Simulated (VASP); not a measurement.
# RuSe (Fm-3m) in VASP: a series of runs

RuSe is run at these levels: PBE, PBEsol, LDA, r2SCAN; tasks: single point.

Everything below comes from runs of VASP 6.6.1. Logs are shortened: lines on timing, memory, paths and dates and some standing lists are left out, and cuts for length are marked.

## (1) The cell of the first run

It takes space group Fm-3m (No. 225, cubic). The conventional cell has a = 5.141 Å, b = 5.141 Å, c = 5.141 Å, α = 90.00°, β = 90.00°, γ = 90.00°. Ru (site symmetry m-3m) has 6 Se at 2.57 Å within 3.4 Å. Within 3.4 Å of Se (site symmetry m-3m) lie 6 Ru at 2.57 Å.

## (2) Single point, PBE (16.98 Å³/atom)

Input file INCAR:

```
PREC     = Accurate       # precision mode
ENCUT    = 520            # plane-wave cutoff, eV
EDIFF    = 1E-7           # SCF threshold, eV
ISMEAR   = 0              # smearing method
SIGMA    = 0.05           # smearing width, eV
LREAL    = False          # projectors in reciprocal space
LASPH    = True           # aspherical terms in the spheres
NELM     = 80             # most SCF steps
ALGO     = Normal         # electronic algorithm
ISIF     = 2              # what is computed and relaxed
LWAVE    = False          # write WAVECAR
LCHARG   = False          # write CHGCAR
GGA      = PE             # functional
NBANDS   = 17             # bands
```

Input file KPOINTS:

```
regular mesh
0
Gamma
  12 12 12
```

Input file POSCAR:

```
RuSe
1.0
    0.0000000000      2.5704067165      2.5704067165
    2.5704067165      0.0000000000      2.5704067165
    2.5704067165      2.5704067165      0.0000000000
Ru Se
1 1
Direct
    0.5000000000      0.5000000000      0.5000000000
    0.0000000000      0.0000000000      0.0000000000
```

Potentials or basis: VASP PAW PBE potentials, release 64 (Ru_pv, Se).

Command:

```
$ cat potpaw_PBE.64/Ru_pv/POTCAR potpaw_PBE.64/Se/POTCAR > POTCAR
$ mpirun -np 1 vasp_std > vasp.out
```

OUTCAR:

```text
PREC = Accurate
   ENCUT = 520
   EDIFF = 1E-7
   ISMEAR = 0
   LREAL = False
   LASPH = True
   NELM = 80
   ISIF = 2
   GGA = PE

 ion  position               nearest neighbor table
   1  0.500  0.500  0.500-   2 2.57   2 2.57   2 2.57   2 2.57   2 2.57   2 2.57
   2  0.000  0.000  0.000-   1 2.57   1 2.57   1 2.57   1 2.57   1 2.57   1 2.57

  LATTYP: Found a face centered cubic cell.
 ALAT       =     5.1408134330

  Lattice vectors:

 A1 = (   0.0000000000,   2.5704067165,   2.5704067165)
 A2 = (   2.5704067165,   0.0000000000,   2.5704067165)
 A3 = (   2.5704067165,   2.5704067165,   0.0000000000)

Analysis of symmetry for initial positions (statically):
=====================================================================
 Subroutine PRICEL returns:
 Original cell was already a primitive cell.

 Routine SETGRP: Setting up the symmetry group for a
 face centered cubic supercell.

 Subroutine GETGRP returns: Found 48 space group operations
 (whereof 48 operations were pure point group operations)
 out of a pool of 48 trial point group operations.

The static configuration has the point symmetry O_h .

Analysis of symmetry for dynamics (positions and initial velocities):
=====================================================================
 Subroutine PRICEL returns:
 Original cell was already a primitive cell.

 Routine SETGRP: Setting up the symmetry group for a
 face centered cubic supercell.

 Subroutine GETGRP returns: Found 48 space group operations
 (whereof 48 operations were pure point group operations)
 out of a pool of 48 trial point group operations.

The dynamic configuration has the point symmetry O_h .

 Subroutine INISYM returns: Found 48 space group operations
 (whereof 48 operations are pure point group operations),
 and found     1 'primitive' translations

----------------------------------------------------------------------------------------

                                     Primitive cell

  volume of cell :      33.9653

  direct lattice vectors                    reciprocal lattice vectors
     0.000000000  2.570406716  2.570406716    -0.194521745  0.194521745  0.194521745
     2.570406716  0.000000000  2.570406716     0.194521745 -0.194521745  0.194521745
     2.570406716  2.570406716  0.000000000     0.194521745  0.194521745 -0.194521745

  length of vectors
     3.635104039  3.635104039  3.635104039     0.336921546  0.336921546  0.336921546

  position of ions in fractional coordinates (direct lattice)
     0.500000000  0.500000000  0.500000000
     0.000000000  0.000000000  0.000000000

  ion indices of the primitive-cell ions
   primitive index   ion index
                 1           1
                 2           2

----------------------------------------------------------------------------------------

 KPOINTS: regular mesh

Automatic generation of k-mesh.
 Grid dimensions read from file:
 generate k-points for:   12   12   12

 Generating k-lattice:

  Cartesian coordinates                     Fractional coordinates (reciprocal lattice)
    -0.016210145  0.016210145  0.016210145     0.083333333  0.000000000  0.000000000
     0.016210145 -0.016210145  0.016210145     0.000000000  0.083333333  0.000000000
     0.016210145  0.016210145 -0.016210145     0.000000000  0.000000000  0.083333333

  Length of vectors
     0.028076795  0.028076795  0.028076795

  Shift w.r.t. Gamma in fractional coordinates (k-lattice)
     0.000000000  0.000000000  0.000000000

 Subroutine IBZKPT returns following result:
 ===========================================

 Found     72 irreducible k-points:

 Following reciprocal coordinates:
            Coordinates               Weight
  0.000000  0.000000  0.000000      1.000000
  0.083333  0.000000  0.000000      8.000000
  0.166667  0.000000  0.000000      8.000000
  0.250000  0.000000  0.000000      8.000000
  0.333333  0.000000  0.000000      8.000000
  0.416667  0.000000  0.000000      8.000000
[... 16 lines left out ...]
  0.500000  0.166667  0.000000     24.000000
 -0.416667  0.166667  0.000000     24.000000
 [... further k-points ...]
   k-points           NKPTS =     72   k-points in BZ     NKDIM =     72   number of bands    NBANDS=     17
   number of dos      NEDOS =    301   number of ions     NIONS =      2
   total plane-waves  NPLWV =  21952
   dimension x,y,z NGX =    28 NGY =   28 NGZ =   28
   dimension x,y,z NGXF=    56 NGYF=   56 NGZF=   56
   ions per type =               1   1
   NGX,Y,Z   is equivalent  to a cutoff of  12.81, 12.81, 12.81 a.u.
   NGXF,Y,Z  is equivalent  to a cutoff of  25.61, 25.61, 25.61 a.u.
 SYSTEM =  unknown system
   PREC   = accura    normal or accurate (medium, high low for compatibility)
   ISTART =      0    job   : 0-new  1-cont  2-samecut
   ICHARG =      2    charge: 1-file 2-atom 10-const
   ISPIN  =      1    spin polarized calculation?
   LNONCOLLINEAR =      F non collinear calculations
   LSORBIT =      F    spin-orbit coupling
   LASPH  =      T    aspherical Exc in radial PAW
   ENCUT  =  520.0 eV  38.22 Ry    6.18 a.u.   6.76  6.76  6.76*2*pi/ulx,y,z
   NELM   =     80;   NELMIN=  2; NELMDL= -5     # of ELM steps
   EDIFF  = 0.1E-06   stopping-criterion for ELM
   LREAL  =      F    real-space projection
   EDIFFG = 0.1E-05   stopping-criterion for IOM
   NSW    =      0    number of steps for IOM
   IBRION =     -1    ionic relax: 0-MD 1-quasi-New 2-CG
   NFREE  =      0    steps in history (QN), initial steepest desc. (CG)
   ISIF   =      2    stress and relaxation
   ISYM   =      2    0-nonsym 1-usesym 2-fastsym
   POTIM  = 0.5000    time-step for ionic-motion
   TEBEG  =    0.0;   TEEND  =   0.0 temperature during run
   PSTRESS=    0.0 pullay stress
   NELECT =      20.0000    total number of electrons
   NUPDOWN=      -1.0000    fix difference up-down
   EMIN   =  10.00;   EMAX   =-10.00  energy-range for DOS
   EFERMI =   0.00;   METHOD = LEGACY
   ISMEAR =     0;   SIGMA  =   0.05  broadening in eV -4-tet -1-fermi 0-gaus
   EFERMI_NEDOS =   21; number of points for ismear=-14 and -15
   IALGO  =     38    algorithm
   IMIX   =      4    mixing-type and parameters
     AMIX     =   0.40;   BMIX     =  1.00
     AMIX_MAG =   1.60;   BMIX_MAG =  1.00
  volume/ion in A,a.u.               =      16.98       114.60
  Fermi-wavevector in a.u.,A,eV,Ry     =   1.372165  2.593016 25.617547  1.882837
  Thomas-Fermi vector in A             =   2.497797
   LORBIT       =      0    0 simple, 1 ext, 2 COOP (PROOUT), +10 PAW based schemes
   GGA     = PE    functional components
   LHFCALC =     F    Hartree Fock is set to
   AEXX    =    0.0000 exact exchange contribution
   IVDW    =     0    specifies the selected vdW correction
   LEPSILON=     F    determine dielectric tensor
   LRPA    =     F    only Hartree local field effects (RPA)
 non-spin polarized calculation
 Gauss-broadening in eV      SIGMA  =   0.05
  energy-cutoff  :      520.00
  volume of cell :       33.97
 maximum number of plane-waves:       941
   NGX = 13   NGY = 13   NGZ = 13

 number of electron      19.9999993 magnetization

 Free energy of the ion-electron system (eV)
  ---------------------------------------------------
  ext. energy  EPLUGINS =         0.00000000
  ---------------------------------------------------
  free energy    TOTEN  =       -11.76156913 eV

  energy without entropy =      -11.75634990  energy(sigma->0) =      -11.75895952

 E-fermi :   8.5474     XC(G=0): -11.9068

 val. band max:        8.5414127124   @ k =   0.4167   0.3333   0.0000
 cond. band min:       8.5574004382   @ k =  -0.4167   0.4167   0.0000
 fundamental gap:      0.0159877258
 Fermi energy:         8.5474365521

 k-point     1 :       0.0000    0.0000    0.0000
  band No.  band energies     occupation
      1     -33.5094      2.00000
      2     -33.5094      2.00000
      3     -33.5094      2.00000
      4      -6.8739      2.00000
      5       6.5487      2.00000
      6       6.5487      2.00000
[... 9 lines left out ...]
     16      20.5756      0.00000
     17      20.5756      0.00000

 k-point     2 :       0.0833    0.0000    0.0000
  band No.  band energies     occupation
      1     -33.5127      2.00000
      2     -33.5097      2.00000
      3     -33.5097      2.00000
      4      -6.7896      2.00000
      5       5.8958      2.00000
      6       5.9050      2.00000
[... 9 lines left out ...]
     16      20.3542      0.00000
     17      20.4569      0.00000

 k-point     3 :       0.1667    0.0000    0.0000
  band No.  band energies     occupation
      1     -33.5220      2.00000
      2     -33.5106      2.00000
      3     -33.5106      2.00000
      4      -6.5471      2.00000
      5       4.6857      2.00000
      6       5.0784      2.00000
[... 9 lines left out ...]
     16      19.5242      0.00000
     17      20.7082      0.00000

 k-point     4 :       0.2500    0.0000    0.0000
  band No.  band energies     occupation
      1     -33.5346      2.00000
      2     -33.5118      2.00000
      3     -33.5118      2.00000
      4      -6.1806      2.00000
      5       3.4078      2.00000
      6       4.4074      2.00000
[... 9 lines left out ...]
     16      18.2616      0.00000
     17      21.2050      0.00000
[... 343 lines left out ...]
      1     -33.5484      2.00000
      2     -33.5191      2.00000
      3     -33.5180      2.00000
      4      -5.5641      2.00000
      5       2.1397      2.00000
      6       3.7108      2.00000
[... 9 lines left out ...]
     16      18.5989      0.00000
     17      20.8306      0.00000

 k-point    23 :       0.5000    0.1667    0.0000
  band No.  band energies     occupation
      1     -33.5540      2.00000
      2     -33.5215      2.00000
      3     -33.5176      2.00000
      4      -5.3193      2.00000
      5       1.7359      2.00000
      6       3.4530      2.00000
[... 9 lines left out ...]
     16      19.0694      0.00000
     17      20.8308      0.00000

 k-point    24 :      -0.4167    0.1667    0.0000
  band No.  band energies     occupation
      1     -33.5546      2.00000
      2     -33.5233      2.00000
      3     -33.5162      2.00000
      4      -5.2678      2.00000
      5       1.6340      2.00000
      6       3.4767      2.00000
[... 9 lines left out ...]
     16      19.2626      0.00000
     17      20.8314      0.00000

 [... further k-points ...]

------------------------ aborting loop because EDIFF is reached ----------------------------------------

  FORCE on cell =-STRESS in cart. coord.  units (eV):
  Direction    XX          YY          ZZ          XY          YZ          ZX
  --------------------------------------------------------------------------------------
  -------------------------------------------------------------------------------------
  Total        0.0517144      0.0517144      0.0517144      0.0000000     -0.0000000     -0.0000000
  in kB        2.4394208      2.4394208      2.4394208      0.0000000     -0.0000000     -0.0000000
  external PRESSURE =       2.4394208 kB  Pullay stress =       0.0000000 kB

 VOLUME and BASIS-vectors are now :
 -----------------------------------------------------------------------------
  energy-cutoff  :      520.00
  volume of cell :       33.97
      direct lattice vectors                 reciprocal lattice vectors
     0.000000000  2.570406716  2.570406716    -0.194521745  0.194521745  0.194521745
     2.570406716  0.000000000  2.570406716     0.194521745 -0.194521745  0.194521745
     2.570406716  2.570406716  0.000000000     0.194521745  0.194521745 -0.194521745

 POSITION                                       TOTAL-FORCE (eV/Angst)
 -----------------------------------------------------------------------------------
      2.57041      2.57041      2.57041        -0.000000     -0.000000      0.000000
      0.00000      0.00000      0.00000         0.000000      0.000000      0.000000
 -----------------------------------------------------------------------------------
    total drift:                                0.000000      0.000000      0.000000

  FREE ENERGIE OF THE ION-ELECTRON SYSTEM (eV)
  ---------------------------------------------------
  free  energy   TOTEN  =       -11.7615691337 eV

  energy  without entropy=      -11.7563499007  energy(sigma->0) =      -11.75895952
```

Wall time 43 s (1 thread of Intel Xeon Platinum 8259CL at 2.50GHz (Skylake/Cascade Lake), shared host); peak memory 0.19 GiB.

What came out:

```yaml
Free_energy: -11.7616 eV
Pressure: 0.2 GPa
Band_gap_on_the_k_mesh: zero (bands 10 and 11 overlap by 1.52 eV)
```

Levels at points of the mesh, in eV from the Fermi level:
| k point | band 7 | band 8 | band 9 | band 10 | band 11 | band 12 | band 13 | band 14 |
| --- | --- | --- | --- | --- | --- | --- | --- | --- |
| (0.00, 0.00, 0.00) | -2.00 | -1.86 | -1.86 | -1.36 | -1.36 | -1.36 | 3.69 | 9.68 |
| (0.50, 0.00, 0.00) | -5.03 | -0.63 | -0.63 | 0.05 | 3.61 | 4.14 | 4.14 | 7.03 |
| (0.50, 0.50, 0.00) | -3.11 | -3.11 | -1.23 | -0.19 | -0.19 | 0.64 | 2.87 | 9.13 |

(Continued in part 2 of 3.)
